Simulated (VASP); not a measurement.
Runs of VASP 6.6.1 on B. The structure is that of space group Pm-3m (No. 221), or close to it. The cells are those of the table. 

```tsv
task	level	spin	cell	k mesh	cutoff (eV)	grid for exact exchange (PRECFOCK)	screening parameter	gap on the mesh (eV)	pressure (GPa)
single point	PBE	off	a = 1.832 Å, 1 atom	19 × 19 × 19	520	-	-	none	23.1
relaxation of cell and atoms	PBE	off	relaxed from a = 1.920 Å, 1 atom	16 × 16 × 16	600	-	-	none	0.0
single point	PBE	off	a = 1.805 Å, 1 atom	19 × 19 × 19	520	-	-	none	(a)
single point	PBE	off	a = 1.956 Å, 1 atom	19 × 19 × 19	520	-	-	none	-21.4
single point	PBE	non-collinear, zero start, SOC	a = 1.884 Å, 1 atom	16 × 16 × 16	520	-	-	-	(c)
single point	PBE	off	a = 1.884 Å, 1 atom	8 × 8 × 8	500	-	-	none	(b)
single point	PBE	off	a = 1.884 Å, 1 atom	16 × 16 × 16	520	-	-	none	0.0
single point	PBE	off	a = 1.858 Å, 1 atom	19 × 19 × 19	520	-	-	none	10.6
single point	PBE	off	a = 1.884 Å, 1 atom	19 × 19 × 19	520	-	-	none	0.3
single point	PBE	off	a = 1.933 Å, 1 atom	19 × 19 × 19	520	-	-	none	-15.4
single point	PBE	off	a = 1.909 Å, 1 atom	19 × 19 × 19	520	-	-	none	-8.3
single point	HSE06	off	a = 1.884 Å, 1 atom	8 × 8 × 8	520	Normal	0.2079 1/Å	none	-0.4
```

Alike in all rows: potentials or basis VASP PAW PBE potentials, release 64 (B); smearing fermi-dirac 0.1 eV.

Problem. Fill in the values left out.

Solution. (a) 38.2; (b) 1.8; (c) 0.1.

Caveats: some runs use coarse meshes; the PAW data sets were made with another functional, which shifts forces and pressure a little (some runs).

A gap of «none» marks levels without a gap at the run's occupations.
